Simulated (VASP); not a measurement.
# Al (P6_3/mmc) in VASP: further runs

Runs on Al. Level: r2SCAN. Tasks: single point, relaxation of cell and atoms.

Everything below comes from runs of VASP 6.6.1. Logs are shortened: lines on timing, memory, paths and dates and some standing lists are left out, and cuts for length are marked.

### 1 The cell of the first run

It takes space group P6_3/mmc (No. 194, hexagonal). Conventional cell: a = 2.822 Å, b = 2.822 Å, c = 9.262 Å, α = 90.00°, β = 90.00°, γ = 120.00°. Within 3.7 Å of Al (site symmetry -3m) lie 12 Al at 2.82 to 2.83 Å. Within 3.7 Å of Al (site symmetry -6m2) lie 12 Al at 2.82 to 2.83 Å.

This isn't the form of Al at room conditions, which is fcc.

### 2 Single point, r2SCAN

POSCAR

```
Al
1.0
    2.8221979698      0.0000000000      0.0000000000
   -1.4110989849      2.4440951364      0.0000000000
    0.0000000000      0.0000000000      9.2620593388
Al
4
Direct
    0.0000000000      0.0000000000      0.0000000000
    0.3333333333      0.6666666667      0.2500000000
    0.0000000000      0.0000000000      0.5000000000
    0.6666666667      0.3333333333      0.7500000000
```

INCAR.step1

```
ALGO = Normal ; EDIFF = 1E-4
ENCUT = 520 ; GGA = PE
ISMEAR = 0 ; LASPH = T
LCHARG = F ; LREAL = F
LWAVE = T ; NBANDS = 14
NELM = 60 ; PREC = Accurate
SIGMA = 0.1
```

INCAR.step2

```
ALGO = Normal ; EDIFF = 1E-6
ENCUT = 520 ; ISIF = 2
ISMEAR = 0 ; ISTART = 1
LASPH = T ; LCHARG = F
LMIXTAU = T ; LREAL = F
LWAVE = F ; METAGGA = R2SCAN
NBANDS = 14 ; NELM = 60
PREC = Accurate ; SIGMA = 0.1
```

KPOINTS

```
k-points
0
Gamma
  18 18 6
```

Potentials or basis: VASP PAW PBE potentials, release 64 (Al).

On the command line:

```bash
cat potpaw_PBE.64/Al/POTCAR > POTCAR
cp INCAR.step1 INCAR
mpirun -np 1 vasp_std > vasp.out
cp INCAR.step2 INCAR
mpirun -np 1 vasp_std > vasp.out
```

OUTCAR:

```text
EDIFF = 1E-6
   ENCUT = 520
   ISIF = 2
   ISMEAR = 0
   ISTART = 1
   LASPH = T
   LREAL = F
   METAGGA = R2SCAN
   NELM = 60
   PREC = Accurate

 ion  position               nearest neighbor table
   1  0.000  0.000  0.000-   2 2.83   4 2.83   4 2.83   2 2.83   4 2.83   2 2.83
   2  0.333  0.667  0.250-   1 2.83   3 2.83   1 2.83   3 2.83   1 2.83   3 2.83
   3  0.000  0.000  0.500-   2 2.83   4 2.83   4 2.83   2 2.83   4 2.83   2 2.83
   4  0.667  0.333  0.750-   1 2.83   3 2.83   1 2.83   3 2.83   1 2.83   3 2.83

  LATTYP: Found a hexagonal cell.
 ALAT       =     2.8221979698
 C/A-ratio  =     3.2818602514

  Lattice vectors:

 A1 = (   2.8221979698,   0.0000000000,   0.0000000000)
 A2 = (  -1.4110989849,   2.4440951364,   0.0000000000)
 A3 = (   0.0000000000,   0.0000000000,   9.2620593388)

Analysis of symmetry for initial positions (statically):
=====================================================================
 Subroutine PRICEL returns:
 Original cell was already a primitive cell.

 Routine SETGRP: Setting up the symmetry group for a
 hexagonal supercell.

 Subroutine GETGRP returns: Found 24 space group operations
 (whereof 12 operations were pure point group operations)
 out of a pool of 24 trial point group operations.

The static configuration has the point symmetry D_3d.
 The point group associated with its full space group is D_6h.

Analysis of symmetry for dynamics (positions and initial velocities):
=====================================================================
 Subroutine PRICEL returns:
 Original cell was already a primitive cell.

 Routine SETGRP: Setting up the symmetry group for a
 hexagonal supercell.

 Subroutine GETGRP returns: Found 24 space group operations
 (whereof 12 operations were pure point group operations)
 out of a pool of 24 trial point group operations.

The dynamic configuration has the point symmetry D_3d.
 The point group associated with its full space group is D_6h.

 Subroutine INISYM returns: Found 24 space group operations
 (whereof 12 operations are pure point group operations),
 and found     1 'primitive' translations

----------------------------------------------------------------------------------------

                                     Primitive cell

  volume of cell :      63.8871

  direct lattice vectors                    reciprocal lattice vectors
     2.822197970  0.000000000  0.000000000     0.354333754  0.204574688  0.000000000
    -1.411098985  2.444095136  0.000000000     0.000000000  0.409149376  0.000000000
     0.000000000  0.000000000  9.262059339     0.000000000  0.000000000  0.107967350

  length of vectors
     2.822197970  2.822197970  9.262059339     0.409149376  0.409149376  0.107967350

  position of ions in fractional coordinates (direct lattice)
     0.000000000  0.000000000  0.000000000
     0.333333333  0.666666667  0.250000000
     0.000000000  0.000000000  0.500000000
     0.666666667  0.333333333  0.750000000

  ion indices of the primitive-cell ions
   primitive index   ion index
                 1           1
                 2           2
                 3           3
                 4           4

----------------------------------------------------------------------------------------

 KPOINTS: k-points

Automatic generation of k-mesh.
 Grid dimensions read from file:
 generate k-points for:   18   18    6

 Generating k-lattice:

  Cartesian coordinates                     Fractional coordinates (reciprocal lattice)
     0.019685209  0.011365260  0.000000000     0.055555556 -0.000000000  0.000000000
     0.000000000  0.022730521  0.000000000     0.000000000  0.055555556  0.000000000
     0.000000000  0.000000000  0.017994558     0.000000000  0.000000000  0.166666667

  Length of vectors
     0.022730521  0.022730521  0.017994558

  Shift w.r.t. Gamma in fractional coordinates (k-lattice)
     0.000000000  0.000000000  0.000000000

 Subroutine IBZKPT returns following result:
 ===========================================

 Found    148 irreducible k-points:

 Following reciprocal coordinates:
            Coordinates               Weight
  0.000000  0.000000  0.000000      1.000000
  0.055556  0.000000  0.000000      6.000000
  0.111111  0.000000  0.000000      6.000000
  0.166667  0.000000  0.000000      6.000000
  0.222222 -0.000000  0.000000      6.000000
  0.277778  0.000000  0.000000      6.000000
[... 16 lines left out ...]
  0.333333  0.111111  0.000000     12.000000
  0.388889  0.111111  0.000000     12.000000
 [... further k-points ...]
   k-points           NKPTS =    148   k-points in BZ     NKDIM =    148   number of bands    NBANDS=     14
   number of dos      NEDOS =    301   number of ions     NIONS =      4
   total plane-waves  NPLWV =  40320
   dimension x,y,z NGX =    24 NGY =   24 NGZ =   70
   dimension x,y,z NGXF=    48 NGYF=   48 NGZF=  140
   ions per type =               4
   NGX,Y,Z   is equivalent  to a cutoff of  14.14, 14.14, 12.56 a.u.
   NGXF,Y,Z  is equivalent  to a cutoff of  28.28, 28.28, 25.13 a.u.
 SYSTEM =  unknown system
   PREC   = accura    normal or accurate (medium, high low for compatibility)
   ISTART =      1    job   : 0-new  1-cont  2-samecut
   ICHARG =      0    charge: 1-file 2-atom 10-const
   ISPIN  =      1    spin polarized calculation?
   LNONCOLLINEAR =      F non collinear calculations
   LSORBIT =      F    spin-orbit coupling
   LASPH  =      T    aspherical Exc in radial PAW
   ENCUT  =  520.0 eV  38.22 Ry    6.18 a.u.   5.25  5.25 17.22*2*pi/ulx,y,z
   NELM   =     60;   NELMIN=  2; NELMDL=  0     # of ELM steps
   EDIFF  = 0.1E-05   stopping-criterion for ELM
   LREAL  =      F    real-space projection
   EDIFFG = 0.1E-04   stopping-criterion for IOM
   NSW    =      0    number of steps for IOM
   IBRION =     -1    ionic relax: 0-MD 1-quasi-New 2-CG
   NFREE  =      0    steps in history (QN), initial steepest desc. (CG)
   ISIF   =      2    stress and relaxation
   ISYM   =      2    0-nonsym 1-usesym 2-fastsym
   POTIM  = 0.5000    time-step for ionic-motion
   TEBEG  =    0.0;   TEEND  =   0.0 temperature during run
   PSTRESS=    0.0 pullay stress
   NELECT =      12.0000    total number of electrons
   NUPDOWN=      -1.0000    fix difference up-down
   EMIN   =  10.00;   EMAX   =-10.00  energy-range for DOS
   EFERMI =   0.00;   METHOD = LEGACY
   ISMEAR =     0;   SIGMA  =   0.10  broadening in eV -4-tet -1-fermi 0-gaus
   EFERMI_NEDOS =   21; number of points for ismear=-14 and -15
   IALGO  =     38    algorithm
   IMIX   =      4    mixing-type and parameters
     AMIX     =   0.40;   BMIX     =  1.00
     AMIX_MAG =   1.60;   BMIX_MAG =  1.00
  volume/ion in A,a.u.               =      15.97       107.78
  Fermi-wavevector in a.u.,A,eV,Ry     =   0.937557  1.771725 11.959692  0.879013
  Thomas-Fermi vector in A             =   2.064680
   LORBIT       =      0    0 simple, 1 ext, 2 COOP (PROOUT), +10 PAW based schemes
   METAGGA = R2SCAN    functional components
   LHFCALC =     F    Hartree Fock is set to
   AEXX    =    0.0000 exact exchange contribution
   IVDW    =     0    specifies the selected vdW correction
   LEPSILON=     F    determine dielectric tensor
   LRPA    =     F    only Hartree local field effects (RPA)
 non-spin polarized calculation
 Gauss-broadening in eV      SIGMA  =   0.10
  energy-cutoff  :      520.00
  volume of cell :       63.89
 maximum number of plane-waves:      1736
 NGX is ok and might be reduce to    24

 number of electron      12.0000000 magnetization

 Free energy of the ion-electron system (eV)
  ---------------------------------------------------
  ext. energy  EPLUGINS =         0.00000000
  ---------------------------------------------------
  free energy    TOTEN  =       -26.89426518 eV

  energy without entropy =      -26.88652322  energy(sigma->0) =      -26.89039420

 E-fermi :   8.3473     XC(G=0): -11.0317

 val. band max:        8.3357487324   @ k =   0.3889   0.2222   0.3333
 cond. band min:       8.3522236052   @ k =   0.3333   0.1111   0.0000
 fundamental gap:      0.0164748729
 Fermi energy:         8.3472947632

 k-point     1 :       0.0000    0.0000    0.0000
  band No.  band energies     occupation
      1      -3.7155      2.00000
      2      -1.8963      2.00000
      3      -1.8905      2.00000
      4       3.1955      2.00000
      5       3.7172      2.00000
      6      11.9936      0.00000
      7      11.9945      0.00000
      8      20.1092      0.00000
      9      20.1092      0.00000
     10      20.2054      0.00000
     11      20.2054      0.00000
     12      21.1656      0.00000
     13      21.1658      0.00000
     14      21.2872      0.00000

 k-point     2 :       0.0556    0.0000    0.0000
  band No.  band energies     occupation
      1      -3.6343      2.00000
      2      -1.8161      2.00000
      3      -1.8103      2.00000
      4       3.2711      2.00000
      5       3.7953      2.00000
      6      12.0570      0.00000
      7      12.0608      0.00000
      8      18.3177      0.00000
      9      18.9868      0.00000
     10      19.7124      0.00000
     11      19.7991      0.00000
     12      20.3483      0.00000
     13      20.4534      0.00000
     14      20.4734      0.00000

 k-point     3 :       0.1111    0.0000    0.0000
  band No.  band energies     occupation
      1      -3.3908      2.00000
      2      -1.5758      2.00000
      3      -1.5701      2.00000
      4       3.4980      2.00000
      5       4.0286      2.00000
      6      12.2352      0.00000
      7      12.2537      0.00000
      8      16.1194      0.00000
      9      17.5497      0.00000
     10      17.6488      0.00000
     11      17.9540      0.00000
     12      19.4811      0.00000
     13      19.4839      0.00000
     14      19.4908      0.00000
[... 324 lines left out ...]
 k-point    23 :       0.3333    0.1111    0.0000
  band No.  band energies     occupation
      1       0.4461      2.00000
      2       2.2038      2.00000
      3       2.2050      2.00000
      4       5.8559      2.00000
      5       7.0321      2.00000
      6       7.4685      2.00000
      7       7.9142      2.00000
      8       8.3522      0.94443
      9      11.4027      0.00000
     10      12.5304      0.00000
     11      13.1351      0.00000
     12      13.2676      0.00000
     13      13.9319      0.00000
     14      16.1578      0.00000

 k-point    24 :       0.3889    0.1111    0.0000
  band No.  band energies     occupation
      1       1.6212      2.00000
      2       3.3326      2.00000
      3       3.3412      2.00000
      4       4.3883      2.00000
      5       6.2034      2.00000
      6       6.2036      2.00000
      7       8.3138      1.36448
      8       8.9655      0.00000
      9      10.8470      0.00000
     10      11.0275      0.00000
     11      12.4120      0.00000
     12      13.0364      0.00000
     13      13.4313      0.00000
     14      17.0052      0.00000

 [... further k-points ...]
[... 5 lines left out ...]
  --------------------------------------------------------------------------------------
  -------------------------------------------------------------------------------------
  Total       -0.1284025     -0.1284025     -0.1315577      0.0000000      0.0000000     -0.0000000
  in kB       -3.2201123     -3.2201123     -3.2992390      0.0000000      0.0000000     -0.0000000
  external PRESSURE =      -3.2464879 kB  Pullay stress =       0.0000000 kB

 VOLUME and BASIS-vectors are now :
 -----------------------------------------------------------------------------
  energy-cutoff  :      520.00
  volume of cell :       63.89
      direct lattice vectors                 reciprocal lattice vectors
     2.822197970  0.000000000  0.000000000     0.354333754  0.204574688  0.000000000
    -1.411098985  2.444095136  0.000000000     0.000000000  0.409149376  0.000000000
     0.000000000  0.000000000  9.262059339     0.000000000  0.000000000  0.107967350

 POSITION                                       TOTAL-FORCE (eV/Angst)
 -----------------------------------------------------------------------------------
      0.00000      0.00000      0.00000        -0.000000     -0.000000      0.000000
     -0.00000      1.62940      2.31551        -0.000000      0.000000     -0.000000
      0.00000      0.00000      4.63103        -0.000000     -0.000000      0.000000
      1.41110      0.81470      6.94654         0.000000     -0.000000      0.000000
 -----------------------------------------------------------------------------------
    total drift:                               -0.000000      0.000000      0.000000

  FREE ENERGIE OF THE ION-ELECTRON SYSTEM (eV)
  ---------------------------------------------------
  free  energy   TOTEN  =       -26.8942651827 eV

  energy  without entropy=      -26.8865232201  energy(sigma->0) =      -26.89039420
```

Wall time 7.6 min (1 thread of Intel Xeon 8259CL, shared host); peak memory 0.25 GiB.

What came out:

| Item | Value |
| --- | --- |
| Free energy | -26.8943 eV |
| Pressure | -0.3 GPa |
| Band gap on the k mesh | zero (bands 6 and 7 overlap by 5.79 eV) |

Caveat: the PAW data sets were made with another functional, which shifts forces and pressure a little.

### 3 Single point, r2SCAN

This run uses another cell than the first one, of the same volume but with other edges.

POSCAR

```
Al
1.0
    2.8221979698      0.0000000000      0.0000000000
    0.0000000000     10.4728290035      0.0000000000
    1.4110989849      1.1407807830      2.1615319199
Al
4
Direct
    0.0000000000      0.0000000000      0.0000000000
    0.0833333333      0.7500000000      0.8333333333
    0.5000000000      0.5000000000      0.0000000000
    0.9166666667      0.2500000000      0.1666666667
```

INCAR.step1

```
SYSTEM = Al
  ALGO = Normal
  EDIFF = 1E-4
  ENCUT = 520
  GGA = PE
  ISMEAR = 0
  ISYM = 0
  LASPH = .TRUE.
  LCHARG = .FALSE.
  LREAL = .FALSE.
  LWAVE = .TRUE.
  NBANDS = 14
  NELM = 80
  PREC = Accurate
  SIGMA = 0.1
```

INCAR.step2

```
SYSTEM = Al
  ALGO = Normal
  EDIFF = 1E-6
  ENCUT = 520
  ISIF = 2
  ISMEAR = 0
  ISTART = 1
  ISYM = 0
  LASPH = .TRUE.
  LCHARG = .FALSE.
  LMIXTAU = .TRUE.
  LREAL = .FALSE.
  LWAVE = .FALSE.
  METAGGA = R2SCAN
  NBANDS = 14
  NELM = 80
  PREC = Accurate
  SIGMA = 0.1
```

KPOINTS

```
k-points
0
G
  12 4 16
  0 0 0
```

Potentials or basis: VASP PAW PBE potentials, release 64 (Al).

On the command line:

```bash
cat potpaw_PBE.64/Al/POTCAR > POTCAR
cp INCAR.step1 INCAR
mpirun -np 1 vasp_std > vasp.out
cp INCAR.step2 INCAR
mpirun -np 1 vasp_std > vasp.out
```

Wall time 20 min (1 thread of Intel Xeon 8259CL, shared host); peak memory 0.39 GiB.

Results (log left out):

```yaml
Free_energy: -26.8905 eV
Pressure: -0.4 GPa
Largest_force: 0.003 eV/Å
Band_gap_on_the_k_mesh: zero (bands 6 and 7 overlap by 5.59 eV)
```

Forces on the atoms (eV/Å):
```
Al   0.000  0.000  0.000
Al  -0.002 -0.001 -0.002
Al   0.000  0.000  0.000
Al   0.002  0.001  0.002
```

Stress tensor (GPa, compression positive):
```
-0.27 -0.02 -0.51
-0.02 -0.80  0.21
-0.51  0.21 -0.04
```

Levels at points of the mesh, in eV from the Fermi level:
| k point | band 3 | band 4 | band 5 | band 6 | band 7 | band 8 | band 9 | band 10 |
| --- | --- | --- | --- | --- | --- | --- | --- | --- |
| (0.00, 0.00, 0.00) | -10.24 | -5.15 | -4.63 | 3.65 | 3.65 | 11.76 | 11.76 | 11.86 |
| (0.50, 0.00, 0.00) | -5.15 | -5.15 | -1.99 | -1.99 | -1.26 | -1.26 | 4.96 | 4.96 |
| (0.00, 0.50, 0.00) | -8.00 | -8.00 | -0.98 | -0.98 | 8.87 | 8.87 | 12.10 | 12.10 |
| (0.50, 0.50, 0.00) | -4.28 | -4.27 | -3.45 | -3.44 | 0.82 | 1.23 | 1.52 | 1.89 |
| (0.00, 0.00, 0.50) | -4.28 | -4.27 | -3.45 | -3.44 | 0.82 | 1.23 | 1.52 | 1.89 |
| (0.50, 0.00, 0.50) | -5.15 | -5.15 | -1.99 | -1.99 | -1.26 | -1.26 | 4.96 | 4.96 |
| (0.00, 0.50, 0.50) | -5.15 | -5.15 | -1.99 | -1.99 | -1.26 | -1.26 | 4.96 | 4.96 |
| (0.50, 0.50, 0.50) | -4.28 | -4.27 | -3.45 | -3.44 | 0.82 | 1.23 | 1.52 | 1.89 |

Caveat: the PAW data sets were made with another functional, which shifts forces and pressure a little.

### 4 Relaxation of cell and atoms, r2SCAN, target pressure 5 GPa, at which the enthalpy is minimised

This run uses another cell than the first one, of 15.18 Å³/atom.

POSCAR

```
Al
1.0
    2.7746657932      0.0000000000      0.0000000000
   -1.3873328966      2.4029310639      0.0000000000
    0.0000000000      0.0000000000      9.1077199891
Al
4
Direct
    0.0000000000      0.0000000000      0.0000000000
    0.3333333333      0.6666666667      0.2500000000
    0.0000000000      0.0000000000      0.5000000000
    0.6666666667      0.3333333333      0.7500000000
```

INCAR.step1

```
SYSTEM = Al
  PREC = Accurate
  ENCUT = 600
  ISMEAR = 0
  SIGMA = 0.1
  LREAL = .False.
  LASPH = .True.
  NELM = 100
  GGA = PE
  ALGO = Normal
  EDIFF = 1E-4
  LWAVE = .True.
  LCHARG = .False.
```

INCAR.step2

```
SYSTEM = Al
  PREC = Accurate
  ENCUT = 600
  EDIFF = 1E-7
  ISMEAR = 0
  SIGMA = 0.1
  LREAL = .False.
  LASPH = .True.
  NELM = 100
  ALGO = Normal
  ISIF = 3
  LWAVE = .False.
  LCHARG = .False.
  METAGGA = R2SCAN
  LMIXTAU = .True.
  IBRION = 2
  NSW = 70
  EDIFFG = -0.008
  PSTRESS = 50.0
  ISTART = 1
```

KPOINTS

```
regular mesh
0
Gamma
  18 18 6
  0 0 0
```

On the command line:

```bash
cat potpaw_PBE.64/Al/POTCAR > POTCAR
cp INCAR.step1 INCAR
mpirun -np 1 vasp_std > vasp.out
cp INCAR.step2 INCAR
mpirun -np 1 vasp_std > vasp.out
```

It took 28 min on 1 thread of AMD EPYC 7R13, shared host; peak memory 0.24 GiB.

Results (log left out):

* Free energy: -26.8487 eV
* Relaxed volume: 15.15 Å³/atom
* Relaxed cell: a = 2.772 Å, b = 2.772 Å, c = 9.103 Å, α = 90.00°, β = 90.00°, γ = 120.00°
* Space group after relaxing (to 0.1 Å): P6_3/mmc (No. 194)
* Energy change on relaxing (the run minimises the enthalpy): +1.1 meV/atom
* Ionic steps: 3
* Pressure after relaxing: 5.0 GPa
* Band gap on the k mesh: zero (bands 6 and 7 overlap by 5.90 eV)

The path:
```csv
step,energy change (eV),largest force (eV/Å),pressure (GPa),volume (Å³)
1,0.0000,0.0000,4.78,60.72
2,0.0057,0.0000,5.12,60.54
3,0.0042,0.0000,5.04,60.58
```

Final structure:
```
Al
1.0
     2.77227    0.00000    0.00000
    -1.38613    2.40086    0.00000
     0.00000    0.00000    9.10254
Al
4
Direct
  0.00000 0.00000 0.00000
  0.33333 0.66667 0.25000
  0.00000 0.00000 0.50000
  0.66667 0.33333 0.75000
```

Levels at points of the mesh, in eV from the Fermi level:
| k point | band 2 | band 3 | band 4 | band 5 | band 6 | band 7 | band 8 | band 9 | band 10 |
| --- | --- | --- | --- | --- | --- | --- | --- | --- | --- |
| (0.00, 0.00, 0.00) | -10.56 | -10.56 | -5.37 | -4.71 | 3.75 | 3.75 | 12.20 | 12.21 | 12.22 |
| (0.50, 0.00, 0.00) | -5.81 | -4.45 | -4.42 | -3.52 | -3.50 | 0.80 | 1.18 | 1.64 | 2.01 |
| (0.00, 0.00, 0.50) | -11.97 | -8.25 | -8.25 | -1.01 | -1.01 | 9.12 | 9.12 | 12.48 | 12.48 |
| (0.50, 0.00, 0.50) | -5.48 | -5.28 | -5.28 | -2.04 | -2.04 | -1.29 | -1.29 | 5.04 | 5.04 |

Caveat: the cell is relaxed towards a set pressure, so the run minimises the enthalpy, not the energy; the PAW data sets were made with another functional, which shifts forces and pressure a little.

### 5 Summary

```tsv
task	cell	k mesh	cutoff (eV)	gap on the mesh (eV)	pressure (GPa)
single point	a = 2.822, b = 2.822, c = 9.262 Å, angles 90.0, 90.0, 120.0°, 4 atoms, atomic positions A	18 × 18 × 6	520	none	-0.3
single point	a = 2.822, b = 10.473 Å, angles 66.2, 60.0, 90.0°, 4 atoms, atomic positions B	12 × 4 × 16	520	none	-0.4
relaxation of cell and atoms	relaxed to 5 GPa from a = 2.775, b = 2.775, c = 9.108 Å, angles 90.0, 90.0, 120.0°, 4 atoms, atomic positions A	18 × 18 × 6	600	none	5.0
```

Alike in all rows: level r2SCAN; potentials or basis VASP PAW PBE potentials, release 64 (Al); no spin polarisation; smearing gaussian 0.1 eV.

Caveats: the PAW data sets were made with another functional, which shifts forces and pressure a little; the cell is relaxed towards a set pressure, so the run minimises the enthalpy, not the energy (at least some runs).

Absolute energies hang on the potentials; compare differences alone.

The gap in the log of VASP goes by the Fermi energy; the results here count the filled bands.